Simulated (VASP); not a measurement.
# Pb (Pm-3m) in VASP: notebook, part 2 of 2

VASP 6.6.1. Earlier steps stand in the parts before.

### Step 3. Density of states, PBE

This run uses another cell than the first one, of 34.47 Å³/atom, 2.500 times its volume.

Contents of POSCAR:

```
Pb
1.0
    3.2543805230      0.0000000000      0.0000000000
    0.0000000000      3.2543805230      0.0000000000
    0.0000000000      0.0000000000      3.2543805230
Pb
1
Direct
    0.0000000000      0.0000000000      0.0000000000
```

Contents of INCAR.step1:

```
ALGO     = Normal         # electronic algorithm
EDIFF    = 1E-6           # SCF threshold, eV
ENCUT    = 520            # plane-wave cutoff, eV
GGA      = PE             # functional
ISIF     = 2              # what is computed and relaxed
ISMEAR   = -1             # smearing method
LASPH    = T              # aspherical terms in the spheres
LCHARG   = T              # write CHGCAR
LREAL    = F              # projectors in reciprocal space
LWAVE    = F              # write WAVECAR
NBANDS   = 13             # bands
NELM     = 60             # most SCF steps
PREC     = Accurate       # precision mode
SIGMA    = 0.05           # smearing width, eV
```

Contents of KPOINTS.step1:

```
k-points
0
Gamma
  12 12 12
```

Contents of INCAR.step2:

```
ALGO     = Normal         # electronic algorithm
EDIFF    = 1E-6           # SCF threshold, eV
ENCUT    = 520            # plane-wave cutoff, eV
GGA      = PE             # functional
ICHARG   = 11             # starting density
ISIF     = 2              # what is computed and relaxed
ISMEAR   = -5             # smearing method
LASPH    = T              # aspherical terms in the spheres
LCHARG   = F              # write CHGCAR
LORBIT   = 10             # projections on sites
LREAL    = F              # projectors in reciprocal space
LWAVE    = F              # write WAVECAR
NBANDS   = 13             # bands
NEDOS    = 1001           # points of the DOS
NELM     = 60             # most SCF steps
PREC     = Accurate       # precision mode
SIGMA    = 0.05           # smearing width, eV
```

Contents of KPOINTS.step2:

```
k-points
0
Gamma
  18 18 18
```

Potentials or basis: VASP PAW PBE potentials, release 64 (Pb_d).

On the command line:

```console
cat potpaw_PBE.64/Pb_d/POTCAR > POTCAR
cp INCAR.step1 INCAR
cp KPOINTS.step1 KPOINTS
mpirun -np 1 vasp_std > vasp.out
cp INCAR.step2 INCAR
cp KPOINTS.step2 KPOINTS
mpirun -np 1 vasp_std > vasp.out
```

OUTCAR:

```text
EDIFF = 1E-6
   ENCUT = 520
   GGA = PE
   ICHARG = 11
   ISIF = 2
   ISMEAR = -5
   LASPH = T
   LORBIT = 10
   LREAL = F
   NELM = 60
   PREC = Accurate

 ion  position               nearest neighbor table
   1  0.000  0.000  0.000-

  LATTYP: Found a simple cubic cell.
 ALAT       =     3.2543805230

  Lattice vectors:

 A1 = (   3.2543805230,   0.0000000000,   0.0000000000)
 A2 = (   0.0000000000,   3.2543805230,   0.0000000000)
 A3 = (   0.0000000000,   0.0000000000,   3.2543805230)

Analysis of symmetry for initial positions (statically):
=====================================================================
 Subroutine PRICEL returns:
 Original cell was already a primitive cell.

 Routine SETGRP: Setting up the symmetry group for a
 simple cubic supercell.

 Subroutine GETGRP returns: Found 48 space group operations
 (whereof 48 operations were pure point group operations)
 out of a pool of 48 trial point group operations.

The static configuration has the point symmetry O_h .

Analysis of symmetry for dynamics (positions and initial velocities):
=====================================================================
 Subroutine PRICEL returns:
 Original cell was already a primitive cell.

 Routine SETGRP: Setting up the symmetry group for a
 simple cubic supercell.

 Subroutine GETGRP returns: Found 48 space group operations
 (whereof 48 operations were pure point group operations)
 out of a pool of 48 trial point group operations.

The dynamic configuration has the point symmetry O_h .

 Subroutine INISYM returns: Found 48 space group operations
 (whereof 48 operations are pure point group operations),
 and found     1 'primitive' translations

----------------------------------------------------------------------------------------

                                     Primitive cell

  volume of cell :      34.4671

  direct lattice vectors                    reciprocal lattice vectors
     3.254380523  0.000000000  0.000000000     0.307278142  0.000000000  0.000000000
     0.000000000  3.254380523  0.000000000     0.000000000  0.307278142  0.000000000
     0.000000000  0.000000000  3.254380523     0.000000000  0.000000000  0.307278142

  length of vectors
     3.254380523  3.254380523  3.254380523     0.307278142  0.307278142  0.307278142

  position of ions in fractional coordinates (direct lattice)
     0.000000000  0.000000000  0.000000000

  ion indices of the primitive-cell ions
   primitive index   ion index
                 1           1

----------------------------------------------------------------------------------------

 KPOINTS: k-points

Automatic generation of k-mesh.
 Grid dimensions read from file:
 generate k-points for:   18   18   18

 Generating k-lattice:

  Cartesian coordinates                     Fractional coordinates (reciprocal lattice)
     0.017071008  0.000000000  0.000000000     0.055555556  0.000000000  0.000000000
     0.000000000  0.017071008  0.000000000     0.000000000  0.055555556  0.000000000
     0.000000000  0.000000000  0.017071008     0.000000000  0.000000000  0.055555556

  Length of vectors
     0.017071008  0.017071008  0.017071008

  Shift w.r.t. Gamma in fractional coordinates (k-lattice)
     0.000000000  0.000000000  0.000000000

 TETIRR: Found   2900 inequivalent tetrahedra from    34992

 Subroutine IBZKPT returns following result:
 ===========================================

 Found    220 irreducible k-points:

 Following reciprocal coordinates:
            Coordinates               Weight
  0.000000  0.000000  0.000000      1.000000
  0.055556  0.000000  0.000000      6.000000
  0.111111  0.000000  0.000000      6.000000
  0.166667  0.000000  0.000000      6.000000
  0.222222  0.000000  0.000000      6.000000
  0.277778  0.000000  0.000000      6.000000
[... 16 lines left out ...]
  0.277778  0.111111  0.000000     24.000000
  0.333333  0.111111  0.000000     24.000000
 [... further k-points ...]
   k-points           NKPTS =    220   k-points in BZ     NKDIM =    220   number of bands    NBANDS=     13
   number of dos      NEDOS =   1001   number of ions     NIONS =      1
   total plane-waves  NPLWV =  13824
   dimension x,y,z NGX =    24 NGY =   24 NGZ =   24
   dimension x,y,z NGXF=    48 NGYF=   48 NGZF=   48
   ions per type =               1
   NGX,Y,Z   is equivalent  to a cutoff of  12.26, 12.26, 12.26 a.u.
   NGXF,Y,Z  is equivalent  to a cutoff of  24.52, 24.52, 24.52 a.u.
 SYSTEM =  unknown system
   PREC   = accura    normal or accurate (medium, high low for compatibility)
   ISTART =      0    job   : 0-new  1-cont  2-samecut
   ICHARG =     11    charge: 1-file 2-atom 10-const
   ISPIN  =      1    spin polarized calculation?
   LNONCOLLINEAR =      F non collinear calculations
   LSORBIT =      F    spin-orbit coupling
   LASPH  =      T    aspherical Exc in radial PAW
   ENCUT  =  520.0 eV  38.22 Ry    6.18 a.u.   6.05  6.05  6.05*2*pi/ulx,y,z
   NELM   =     60;   NELMIN=  2; NELMDL=  0     # of ELM steps
   EDIFF  = 0.1E-05   stopping-criterion for ELM
   LREAL  =      F    real-space projection
   EDIFFG = 0.1E-04   stopping-criterion for IOM
   NSW    =      0    number of steps for IOM
   IBRION =     -1    ionic relax: 0-MD 1-quasi-New 2-CG
   NFREE  =      0    steps in history (QN), initial steepest desc. (CG)
   ISIF   =      2    stress and relaxation
   ISYM   =      2    0-nonsym 1-usesym 2-fastsym
   POTIM  = 0.5000    time-step for ionic-motion
   TEBEG  =    0.0;   TEEND  =   0.0 temperature during run
   PSTRESS=    0.0 pullay stress
   NELECT =      14.0000    total number of electrons
   NUPDOWN=      -1.0000    fix difference up-down
   EMIN   =  10.00;   EMAX   =-10.00  energy-range for DOS
   EFERMI =   0.00;   METHOD = LEGACY
   ISMEAR =    -5;   SIGMA  =   0.05  broadening in eV -4-tet -1-fermi 0-gaus
   EFERMI_NEDOS =   21; number of points for ismear=-14 and -15
   IALGO  =     38    algorithm
   IMIX   =      4    mixing-type and parameters
     AMIX     =   0.40;   BMIX     =  1.00
     AMIX_MAG =   1.60;   BMIX_MAG =  1.00
  volume/ion in A,a.u.               =      34.47       232.60
  Fermi-wavevector in a.u.,A,eV,Ry     =   1.212409  2.291121 19.999690  1.469936
  Thomas-Fermi vector in A             =   2.347894
   LORBIT       =     10    0 simple, 1 ext, 2 COOP (PROOUT), +10 PAW based schemes
   GGA     = PE    functional components
   LHFCALC =     F    Hartree Fock is set to
   AEXX    =    0.0000 exact exchange contribution
   IVDW    =     0    specifies the selected vdW correction
   LEPSILON=     F    determine dielectric tensor
   LRPA    =     F    only Hartree local field effects (RPA)
 non-spin polarized calculation
 Fermi weights with tetrahedron method with Bloechl corrections
  energy-cutoff  :      520.00
  volume of cell :       34.47
 maximum number of plane-waves:       952

 number of electron      14.0000003 magnetization

 Free energy of the ion-electron system (eV)
  ---------------------------------------------------
  ext. energy  EPLUGINS =         0.00000000
  ---------------------------------------------------
  free energy    TOTEN  =        -3.37243718 eV

  energy without entropy =       -3.37243718  energy(sigma->0) =       -3.37243718

 E-fermi :   5.7031     XC(G=0):  -9.4787

 val. band max:        5.8499697538   @ k =   0.2778   0.2778   0.0556
 cond. band min:       5.5076254438   @ k =   0.3333   0.3333   0.1667
 fundamental gap:     -0.3423443100
 Fermi energy:         5.7030581595

 k-point     1 :       0.0000    0.0000    0.0000
  band No.  band energies     occupation
      1     -11.4821      2.00000
      2     -11.4821      2.00000
      3     -10.9413      2.00000
      4     -10.9413      2.00000
      5     -10.9413      2.00000
      6      -5.3846      2.00000
      7      10.5408      0.00000
      8      10.5408      0.00000
      9      10.5408      0.00000
     10      13.3628      0.00000
     11      14.8773      0.00000
     12      14.8773      0.00000
     13      23.5563      0.00000
[... 353 lines left out ...]
 k-point    24 :       0.3333    0.1111    0.0000
  band No.  band energies     occupation
      1     -11.4265      2.00000
      2     -11.1569      2.00000
      3     -11.0727      2.00000
      4     -11.0481      2.00000
      5     -10.9488      2.00000
      6      -3.7909      2.00000
      7       3.8370      2.00000
      8      10.1485      0.00000
      9      12.2319      0.00000
     10      15.4767      0.00000
     11      16.0921      0.00000
     12      18.5704      0.00000
     13      19.3503      0.00000

 [... further k-points ...]
[... 5 lines left out ...]
  --------------------------------------------------------------------------------------
  -------------------------------------------------------------------------------------
  Total       -0.0572809     -0.0572809     -0.0572809      0.0000000     -0.0000000     -0.0000000
  in kB       -2.6626564     -2.6626564     -2.6626564      0.0000000     -0.0000000     -0.0000000
  external PRESSURE =      -2.6626564 kB  Pullay stress =       0.0000000 kB

 VOLUME and BASIS-vectors are now :
 -----------------------------------------------------------------------------
  energy-cutoff  :      520.00
  volume of cell :       34.47
      direct lattice vectors                 reciprocal lattice vectors
     3.254380523  0.000000000  0.000000000     0.307278142  0.000000000  0.000000000
     0.000000000  3.254380523  0.000000000     0.000000000  0.307278142  0.000000000
     0.000000000  0.000000000  3.254380523     0.000000000  0.000000000  0.307278142

 POSITION                                       TOTAL-FORCE (eV/Angst)
 -----------------------------------------------------------------------------------
      0.00000      0.00000      0.00000         0.000000      0.000000      0.000000
 -----------------------------------------------------------------------------------
    total drift:                                0.000000      0.000000      0.000000

  FREE ENERGIE OF THE ION-ELECTRON SYSTEM (eV)
  ---------------------------------------------------
  free  energy   TOTEN  =        -3.3724371843 eV

  energy  without entropy=       -3.3724371843  energy(sigma->0) =       -3.37243718

 total charge

# of ion       s       p       d       tot
------------------------------------------
    1        1.361   0.795   9.805  11.961
```

It took 24 s on 1 thread of Intel Xeon 6975P-C (Granite Rapids), shared host; peak memory 0.2 GiB.

Results:

| Item | Value |
| --- | --- |
| Valence electrons inside the program's atomic spheres | Pb 11.96 |

Caveat: spin-orbit coupling is left out, which moves the levels of the heavy elements; tetrahedron occupations give inexact forces and stress in metals.
